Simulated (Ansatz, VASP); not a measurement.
## Ga in VASP and in Ansatz

```
Ga
1.0
     1.43550   -4.02435    0.00000
     1.43550    4.02435    0.00000
     0.00000    0.00000    3.17000
Ga
2
Direct
  0.86700 0.13300 0.25000
  0.13300 0.86700 0.75000
```

Change from the starting cell: equal xx and yy strain of -1 %.

Alike in both runs: task single point; functional PBE; k mesh 12 × 12 × 10; occupations fermi-dirac, width 0.08 eV; no spin polarisation.

|  | VASP | Ansatz |
| --- | --- | --- |
| version | VASP 6.6.1 | Ansatz 0.2.0 |
| potentials or method | VASP PAW PBE potentials, release 64 (Ga_d), cutoff 520 eV | all-electron LAPW, scalar-relativistic |

```tsv
	VASP	Ansatz	Ansatz less VASP
pressure (GPa)	2.7	2.7	+0.02
traceless stress, the component that is largest in VASP (GPa)	-2.42	-2.41	+0.010
rms of the force components (eV/Å)	0.118	0.117	-0.0008
```

Atom by atom the forces differ by 0.001 eV/Å (rms over components). Ansatz ran all-electron here, and VASP with PAW potentials.
